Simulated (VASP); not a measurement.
# CoPtO2 (R-3m) in VASP: a series of runs

The runs below take CoPtO2 through single point, with PBE.

Program: VASP 6.6.1. These are calculated values, not measurements. Logs are shortened: lines on timing, memory, paths and dates and some standing lists are left out, and cuts for length are marked.

**1. The cell of the first run**

It takes space group R-3m (No. 166, trigonal). Conventional cell: a = 2.825 Å, b = 2.825 Å, c = 17.818 Å, α = 90.00°, β = 90.00°, γ = 120.00°. Co (site symmetry -3m) has 6 O at 1.90 Å within 2.5 Å. Pt (site symmetry -3m) has 2 O at 2.00 Å within 2.6 Å. O (site symmetry 3m) has 3 Co at 1.90 Å and 1 Pt at 2.00 Å and 3 O at 2.53 Å within 2.6 Å.

**2. Single point, PBE**

Contents of INCAR:

```
  PREC = Accurate
  ENCUT = 520
  EDIFF = 1E-7
  ISMEAR = 0
  SIGMA = 0.1
  LREAL = F
  LASPH = T
  NELM = 100
  ALGO = Normal
  ISIF = 2
  LWAVE = F
  LCHARG = T
  GGA = PE
  LELF = T
  LVHAR = T
  NBANDS = 24
```

Contents of KPOINTS:

```
Automatic mesh
0
Gamma
  15 15 15
```

Contents of POSCAR:

```
CoPtO2
1.0
    1.4122699170      0.8153744170      5.9393891090
   -1.4122699170      0.8153744170      5.9393891090
    0.0000000000     -1.6307488340      5.9393891090
Co Pt O
1 1 2
Direct
    0.5000000000      0.5000000000      0.5000000000
    0.0000000000      0.0000000000      0.0000000000
    0.8877559700      0.8877559700      0.8877559700
    0.1122440300      0.1122440300      0.1122440300
```

Potentials or basis: VASP PAW PBE potentials, release 64 (Co, Pt, O).

The run is started by

```console
$ cat potpaw_PBE.64/Co/POTCAR potpaw_PBE.64/Pt/POTCAR potpaw_PBE.64/O/POTCAR > POTCAR
$ mpirun -np 1 vasp_std > vasp.out
```

OUTCAR:

```text
PREC = Accurate
   ENCUT = 520
   EDIFF = 1E-7
   ISMEAR = 0
   LREAL = F
   LASPH = T
   NELM = 100
   ISIF = 2
   GGA = PE

 ion  position               nearest neighbor table
   1  0.500  0.500  0.500-   4 1.90   4 1.90   3 1.90   3 1.90   4 1.90   3 1.90
   2  0.000  0.000  0.000-   3 2.00   4 2.00
   3  0.888  0.888  0.888-   1 1.90   1 1.90   1 1.90   2 2.00
   4  0.112  0.112  0.112-   1 1.90   1 1.90   1 1.90   2 2.00

  LATTYP: Found a trigonal (rhomboedric) cell.
 ALAT       =     6.1591951379
 COS(alpha) =     0.8948480128

  Lattice vectors:

 A1 = (   1.4122699170,   0.8153744170,   5.9393891090)
 A2 = (  -1.4122699170,   0.8153744170,   5.9393891090)
 A3 = (   0.0000000000,  -1.6307488340,   5.9393891090)

Analysis of symmetry for initial positions (statically):
=====================================================================
 Subroutine PRICEL returns:
 Original cell was already a primitive cell.

 Routine SETGRP: Setting up the symmetry group for a
 trigonal (rhombohedral) supercell.

 Subroutine GETGRP returns: Found 12 space group operations
 (whereof 12 operations were pure point group operations)
 out of a pool of 12 trial point group operations.

The static configuration has the point symmetry D_3d.

Analysis of symmetry for dynamics (positions and initial velocities):
=====================================================================
 Subroutine PRICEL returns:
 Original cell was already a primitive cell.

 Routine SETGRP: Setting up the symmetry group for a
 trigonal (rhombohedral) supercell.

 Subroutine GETGRP returns: Found 12 space group operations
 (whereof 12 operations were pure point group operations)
 out of a pool of 12 trial point group operations.

The dynamic configuration has the point symmetry D_3d.

 Subroutine INISYM returns: Found 12 space group operations
 (whereof 12 operations are pure point group operations),
 and found     1 'primitive' translations

----------------------------------------------------------------------------------------

                                     Primitive cell

  volume of cell :      41.0363

  direct lattice vectors                    reciprocal lattice vectors
     1.412269917  0.815374417  5.939389109     0.354039971  0.204405072  0.056122495
    -1.412269917  0.815374417  5.939389109    -0.354039971  0.204405072  0.056122495
     0.000000000 -1.630748834  5.939389109     0.000000000 -0.408810145  0.056122495

  length of vectors
     6.159195138  6.159195138  6.159195138     0.412644482  0.412644482  0.412644482

  position of ions in fractional coordinates (direct lattice)
     0.500000000  0.500000000  0.500000000
     0.000000000  0.000000000  0.000000000
     0.887755970  0.887755970  0.887755970
     0.112244030  0.112244030  0.112244030

  ion indices of the primitive-cell ions
   primitive index   ion index
                 1           1
                 2           2
                 3           3
                 4           4

----------------------------------------------------------------------------------------

 KPOINTS: Automatic mesh

Automatic generation of k-mesh.
 Grid dimensions read from file:
 generate k-points for:   15   15   15

 Generating k-lattice:

  Cartesian coordinates                     Fractional coordinates (reciprocal lattice)
     0.023602665  0.013627005  0.003741500     0.066666667 -0.000000000  0.000000000
    -0.023602665  0.013627005  0.003741500    -0.000000000  0.066666667  0.000000000
     0.000000000 -0.027254010  0.003741500     0.000000000  0.000000000  0.066666667

  Length of vectors
     0.027509632  0.027509632  0.027509632

  Shift w.r.t. Gamma in fractional coordinates (k-lattice)
     0.000000000  0.000000000  0.000000000

 Subroutine IBZKPT returns following result:
 ===========================================

 Found    344 irreducible k-points:

 Following reciprocal coordinates:
            Coordinates               Weight
  0.000000  0.000000  0.000000      1.000000
  0.066667 -0.000000  0.000000      6.000000
  0.133333  0.000000  0.000000      6.000000
  0.200000  0.000000  0.000000      6.000000
  0.266667  0.000000  0.000000      6.000000
  0.333333 -0.000000 -0.000000      6.000000
[... 16 lines left out ...]
  0.133333  0.133333  0.000000      6.000000
  0.200000  0.133333  0.000000     12.000000
 [... further k-points ...]
   k-points           NKPTS =    344   k-points in BZ     NKDIM =    344   number of bands    NBANDS=     24
   number of dos      NEDOS =    301   number of ions     NIONS =      4
   total plane-waves  NPLWV = 110592
   dimension x,y,z NGX =    48 NGY =   48 NGZ =   48
   dimension x,y,z NGXF=    96 NGYF=   96 NGZF=   96
   ions per type =               1   1   2
   NGX,Y,Z   is equivalent  to a cutoff of  12.96, 12.96, 12.96 a.u.
   NGXF,Y,Z  is equivalent  to a cutoff of  25.91, 25.91, 25.91 a.u.
 SYSTEM =  unknown system
   PREC   = accura    normal or accurate (medium, high low for compatibility)
   ISTART =      0    job   : 0-new  1-cont  2-samecut
   ICHARG =      2    charge: 1-file 2-atom 10-const
   ISPIN  =      1    spin polarized calculation?
   LNONCOLLINEAR =      F non collinear calculations
   LSORBIT =      F    spin-orbit coupling
   LASPH  =      T    aspherical Exc in radial PAW
   ENCUT  =  520.0 eV  38.22 Ry    6.18 a.u.  11.45 11.45 11.45*2*pi/ulx,y,z
   NELM   =    100;   NELMIN=  2; NELMDL= -5     # of ELM steps
   EDIFF  = 0.1E-06   stopping-criterion for ELM
   LREAL  =      F    real-space projection
   EDIFFG = 0.1E-05   stopping-criterion for IOM
   NSW    =      0    number of steps for IOM
   IBRION =     -1    ionic relax: 0-MD 1-quasi-New 2-CG
   NFREE  =      0    steps in history (QN), initial steepest desc. (CG)
   ISIF   =      2    stress and relaxation
   ISYM   =      2    0-nonsym 1-usesym 2-fastsym
   POTIM  = 0.5000    time-step for ionic-motion
   TEBEG  =    0.0;   TEEND  =   0.0 temperature during run
   PSTRESS=    0.0 pullay stress
   NELECT =      31.0000    total number of electrons
   NUPDOWN=      -1.0000    fix difference up-down
   EMIN   =  10.00;   EMAX   =-10.00  energy-range for DOS
   EFERMI =   0.00;   METHOD = LEGACY
   ISMEAR =     0;   SIGMA  =   0.10  broadening in eV -4-tet -1-fermi 0-gaus
   EFERMI_NEDOS =   21; number of points for ismear=-14 and -15
   IALGO  =     38    algorithm
   IMIX   =      4    mixing-type and parameters
     AMIX     =   0.40;   BMIX     =  1.00
     AMIX_MAG =   1.60;   BMIX_MAG =  1.00
  volume/ion in A,a.u.               =      10.26        69.23
  Fermi-wavevector in a.u.,A,eV,Ry     =   1.490983  2.817550 30.246177  2.223031
  Thomas-Fermi vector in A             =   2.603696
   LORBIT       =      0    0 simple, 1 ext, 2 COOP (PROOUT), +10 PAW based schemes
   GGA     = PE    functional components
   LHFCALC =     F    Hartree Fock is set to
   AEXX    =    0.0000 exact exchange contribution
   IVDW    =     0    specifies the selected vdW correction
   LEPSILON=     F    determine dielectric tensor
   LRPA    =     F    only Hartree local field effects (RPA)
 non-spin polarized calculation
 Gauss-broadening in eV      SIGMA  =   0.10
  energy-cutoff  :      520.00
  volume of cell :       41.04
 maximum number of plane-waves:      1119
 NGX is ok and might be reduce to    48
   NGX = 23   NGY = 23   NGZ = 23

 number of electron      30.9999999 magnetization

 Free energy of the ion-electron system (eV)
  ---------------------------------------------------
  ext. energy  EPLUGINS =         0.00000000
  ---------------------------------------------------
  free energy    TOTEN  =       -26.42469125 eV

  energy without entropy =      -26.41856210  energy(sigma->0) =      -26.42162667

 E-fermi :   8.7589     XC(G=0): -12.6857

 val. band max:        8.7343871936   @ k =  -0.3333  -0.3333   0.1333
 cond. band min:       8.7646033425   @ k =  -0.2000   0.2000   0.0667
 fundamental gap:      0.0302161489
 Fermi energy:         8.7589293434

 k-point     1 :       0.0000    0.0000    0.0000
  band No.  band energies     occupation
      1     -12.8800      2.00000
      2     -10.9767      2.00000
      3      -0.9309      2.00000
      4       1.6969      2.00000
      5       2.2048      2.00000
      6       2.2048      2.00000
[... 16 lines left out ...]
     23      24.4212      0.00000
     24      26.1495      0.00000

 k-point     2 :       0.0667   -0.0000    0.0000
  band No.  band energies     occupation
      1     -12.8283      2.00000
      2     -10.9720      2.00000
      3      -0.8635      2.00000
      4       1.8242      2.00000
      5       2.0456      2.00000
      6       2.2297      2.00000
[... 16 lines left out ...]
     23      24.5377      0.00000
     24      25.5602      0.00000

 k-point     3 :       0.1333    0.0000    0.0000
  band No.  band energies     occupation
      1     -12.6781      2.00000
      2     -10.9597      2.00000
      3      -0.6739      2.00000
      4       1.7003      2.00000
      5       2.1725      2.00000
      6       2.3005      2.00000
[... 16 lines left out ...]
     23      24.3583      0.00000
     24      24.5708      0.00000
[... 514 lines left out ...]
 k-point    23 :       0.1333    0.1333    0.0000
  band No.  band energies     occupation
      1     -12.6678      2.00000
      2     -10.9769      2.00000
      3      -0.6267      2.00000
      4       1.6984      2.00000
      5       2.1923      2.00000
      6       2.2959      2.00000
[... 16 lines left out ...]
     23      24.2939      0.00000
     24      24.5812      0.00000

 k-point    24 :       0.2000    0.1333    0.0000
  band No.  band energies     occupation
      1     -12.5210      2.00000
      2     -10.9736      2.00000
      3      -0.4390      2.00000
      4       1.4838      2.00000
      5       2.3255      2.00000
      6       2.4884      2.00000
[... 16 lines left out ...]
     23      23.6079      0.00000
     24      24.1451      0.00000

 [... further k-points ...]

------------------------ aborting loop because EDIFF is reached ----------------------------------------

  FORCE on cell =-STRESS in cart. coord.  units (eV):
  Direction    XX          YY          ZZ          XY          YZ          ZX
  --------------------------------------------------------------------------------------
  -------------------------------------------------------------------------------------
  Total        1.5681713      1.5681713      1.6303921     -0.0000000     -0.0000000      0.0000000
  in kB       61.2260518     61.2260519     63.6553369     -0.0000000     -0.0000000      0.0000000
  external PRESSURE =      62.0358135 kB  Pullay stress =       0.0000000 kB

 VOLUME and BASIS-vectors are now :
 -----------------------------------------------------------------------------
  energy-cutoff  :      520.00
  volume of cell :       41.04
      direct lattice vectors                 reciprocal lattice vectors
     1.412269917  0.815374417  5.939389109     0.354039971  0.204405072  0.056122495
    -1.412269917  0.815374417  5.939389109    -0.354039971  0.204405072  0.056122495
     0.000000000 -1.630748834  5.939389109     0.000000000 -0.408810145  0.056122495

 POSITION                                       TOTAL-FORCE (eV/Angst)
 -----------------------------------------------------------------------------------
      0.00000      0.00000      8.90908        -0.000000      0.000000     -0.000000
      0.00000      0.00000      0.00000         0.000000      0.000000     -0.000000
      0.00000      0.00000     15.81818         0.000000     -0.000000      0.076898
      0.00000      0.00000      1.99998         0.000000      0.000000     -0.076898
 -----------------------------------------------------------------------------------
    total drift:                               -0.000000      0.000000     -0.000000

  FREE ENERGIE OF THE ION-ELECTRON SYSTEM (eV)
  ---------------------------------------------------
  free  energy   TOTEN  =       -26.4246912507 eV

  energy  without entropy=      -26.4185620982  energy(sigma->0) =      -26.42162667
```

Run time: 18 min. Hardware: 1 thread of Intel Xeon 6975P-C (Granite Rapids), shared host; peak memory 0.59 GiB.

What came out:

```
Free energy            : -26.4247 eV
Pressure               : 6.2 GPa
Largest force          : 0.077 eV/Å
Band gap on the k mesh : zero (an odd number of electrons rules out a gap without spin polarisation)
```

Forces on the atoms (eV/Å):
```
Co   0.000  0.000  0.000
Pt   0.000  0.000  0.000
O    0.000  0.000  0.077
O    0.000  0.000 -0.077
```

Stress tensor (GPa, compression positive):
```
6.12 0.00 0.00
0.00 6.12 0.00
0.00 0.00 6.37
```

Caveat: the cell stands under pressure; spin-orbit coupling is left out, which moves the levels of the heavy elements; an odd number of electrons without spin polarisation forces a metal; a magnetic or distorted state may lie lower; the run has no spin polarisation, though such a crystal can be magnetic; semilocal functionals often make such compounds metallic where correlation or magnetic order opens a gap, which also shifts bond lengths.

**3. Single point, PBE**

Contents of INCAR:

```
SYSTEM = CoPtO2
PREC = Accurate ; ENCUT = 520
EDIFF = 1E-7 ; ISMEAR = 0
SIGMA = 0.1 ; LREAL = .False.
LASPH = .True. ; NELM = 100
ALGO = Normal ; ISIF = 2
LWAVE = .False. ; LCHARG = .True.
GGA = PE ; LELF = .True.
LVHAR = .True. ; NBANDS = 24
```

Contents of KPOINTS:

```
regular mesh
0
Gamma
  24 24 24
  0 0 0
```

POSCAR is that of step 2.

Potentials or basis: VASP PAW PBE potentials, release 64 (Co, Pt, O).

The run is started by

```console
$ cat potpaw_PBE.64/Co/POTCAR potpaw_PBE.64/Pt/POTCAR potpaw_PBE.64/O/POTCAR > POTCAR
$ mpirun -np 1 vasp_std > vasp.out
```

Wall time 63 min (1 thread of Intel Xeon 6975P-C (Granite Rapids), shared host); peak memory 1.4 GiB.

The run converged. Its results:

| Item | Value |
| --- | --- |
| Free energy | -26.4337 eV |
| Pressure | 6.2 GPa |
| Largest force | 0.086 eV/Å |
| Band gap on the k mesh | zero (an odd number of electrons rules out a gap without spin polarisation) |

Forces in eV/Å, atoms in the order of the input:
```
Co   0.000  0.000  0.000
Pt   0.000  0.000  0.000
O    0.000  0.000  0.086
O    0.000  0.000 -0.086
```

Levels at points of the mesh, in eV from the Fermi level:
```csv
k point,band 13,band 14,band 15,band 16,band 17,band 18,band 19,band 20
"(0.00, 0.00, 0.00)",-2.02,-1.69,-1.69,-1.61,1.78,1.78,2.70,5.48
"(0.50, 0.00, 0.00)",-1.33,-1.09,-0.03,0.96,1.24,1.24,2.43,7.04
"(0.50, 0.50, 0.00)",-1.33,-1.12,-0.03,0.09,1.67,2.15,2.43,7.70
"(0.50, 0.50, 0.50)",-1.95,-0.97,-0.82,-0.82,1.35,1.35,3.91,4.47
```

Caveat: the cell stands under pressure; spin-orbit coupling is left out, which moves the levels of the heavy elements; an odd number of electrons without spin polarisation forces a metal; a magnetic or distorted state may lie lower; the run has no spin polarisation, though such a crystal can be magnetic; semilocal functionals often make such compounds metallic where correlation or magnetic order opens a gap, which also shifts bond lengths.

The gap in the log of VASP goes by the Fermi energy; the results here count the filled bands.